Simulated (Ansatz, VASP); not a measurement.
## W in VASP and in Ansatz

File INCAR:

```
PREC = Accurate
ENCUT = 520
EDIFF = 1E-7
ISMEAR = 0
SIGMA = 0.15
LREAL = F
LASPH = T
NELM = 80
ALGO = Fast
ISIF = 2
LWAVE = F
LCHARG = F
GGA = CA
NBANDS = 13
```

The input KPOINTS:

```
Automatic mesh
0
Gamma
  22 22 22
```

The input POSCAR:

```
W
1.0
   -1.1659565555      1.6178633144      1.6178633144
    1.6178633144     -1.1659565555      1.6178633144
    1.6178633144      1.6178633144     -1.1659565555
W
1
Direct
    0.0000000000      0.0000000000      0.0000000000
```

Input for Ansatz:

```yaml
crystal:
  lattice:
    - [-1.1659565555, 1.6178633144, 1.6178633144]
    - [1.6178633144, -1.1659565555, 1.6178633144]
    - [1.6178633144, 1.6178633144, -1.1659565555]
  atoms:
    - { symbol: W, position: [0.0, 0.0, 0.0] }
basis:
  ecutwfc: 420
kpoints:
  mp_grid: { grid: [22, 22, 22] }
hamiltonian:
  xc: lda
  pseudopotentials: { kind: paw, azcp: { folder: soft_1 } }
scf:
  occupations: { method: gaussian, width: 0.15 }
output:
  forces: true
  stress: true
  eigenvalues: true
```

Alike in both runs: task single point; functional LDA; k mesh 22 × 22 × 22; occupations gaussian, width 0.15 eV; no spin polarisation.

|  | VASP | Ansatz |
| --- | --- | --- |
| version | VASP 6.6.1 | Ansatz 0.2.0 |
| potentials or method | VASP PAW LDA potentials, release 64 (W_sv), cutoff 520 eV | scalar-relativistic, plane waves, PAW |
| valence electrons in the cell | 14 | 14 |

Ansatz gave:

```
gap on the k mesh at the Fermi level (eV)                     : none
pressure (GPa)                                                : 9.7
traceless stress, the component that is largest in VASP (GPa) : -16.77
```

What did VASP give for the same quantities?

gap on the k mesh at the Fermi level (eV): none; pressure (GPa): 11.7; traceless stress, the component that is largest in VASP (GPa): -16.99.

Ansatz warns that its potentials were made for another functional, while VASP's fit it. LDA's correlation is that of Perdew and Zunger in VASP and of Perdew and Wang (1992) in Ansatz. A gap of «none» marks a metal or a gap that the smearing closes.

Neither program's run includes spin-orbit coupling.
